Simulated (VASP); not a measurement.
Write the native input for VASP 6.6.1 that does the following.

- Task: single point
- Functional: revPBE
- Potentials or basis: VASP PAW PBE potentials, release 64 (Te, Mo_sv)
- Cutoff: 520 eV
- k mesh: 4 × 8 × 2
- Occupations: fermi-dirac, width 0.05 eV
- Spin: no spin polarisation
- Dipole correction: no
- Further INCAR settings: ALGO = Normal; EDIFF = 1e-06; NBANDS = 64

The structure of Te2Mo lies in POSCAR:

```
Te2Mo
1.0
    6.3300000000      0.0000000000      0.0000000000
    0.0000000000      3.4690000000      0.0000000000
   -0.9467947088      0.0000000000     13.8276237937
Te Mo
8 4
Direct
    0.9437000000      0.7500000000      0.6045000000
    0.0563000000      0.2500000000      0.3955000000
    0.9030000000      0.2500000000      0.8514000000
    0.0970000000      0.7500000000      0.1486000000
    0.4112000000      0.7500000000      0.8955000000
    0.5888000000      0.2500000000      0.1045000000
    0.4432000000      0.2500000000      0.6484000000
    0.5568000000      0.7500000000      0.3516000000
    0.8167000000      0.7500000000      0.9926000000
    0.1833000000      0.2500000000      0.0074000000
    0.6819000000      0.2500000000      0.4934000000
    0.3181000000      0.7500000000      0.5066000000
```

These files were run (other wordings do the same):

INCAR

```
PREC     = Accurate       # precision mode
ENCUT    = 520            # plane-wave cutoff, eV
EDIFF    = 1E-6           # SCF threshold, eV
ISMEAR   = -1             # smearing method
SIGMA    = 0.05           # smearing width, eV
LREAL    = F              # projectors in reciprocal space
LASPH    = T              # aspherical terms in the spheres
NELM     = 60             # most SCF steps
ALGO     = Normal         # electronic algorithm
ISIF     = 2              # what is computed and relaxed
LWAVE    = F              # write WAVECAR
LCHARG   = F              # write CHGCAR
GGA      = RE             # functional
NBANDS   = 64             # bands
```

KPOINTS

```
Automatic mesh
0
Gamma
  4 8 2
```

Potentials or basis: VASP PAW PBE potentials, release 64 (Te, Mo_sv).

Command:

```bash
$ cat potpaw_PBE.64/Te/POTCAR potpaw_PBE.64/Mo_sv/POTCAR > POTCAR
$ mpirun -np 1 vasp_std > vasp.out
```

Results of the run:

```yaml
Pressure: 3.9 GPa
Largest_force: 0.220 eV/Å
Band_gap_on_the_k_mesh: zero (bands 52 and 53 overlap by 0.19 eV)
```

Caveat: the cell stands under pressure; the PAW data sets were made with another functional, which shifts forces and pressure a little; spin-orbit coupling is left out, which moves the levels of the heavy elements.

Run time: 15 min on 1 thread of Intel(R) Xeon(R) Platinum 8259CL CPU @ 2.50GHz (Skylake/Cascade Lake), with other jobs on the host, peak memory 0.65 GiB.
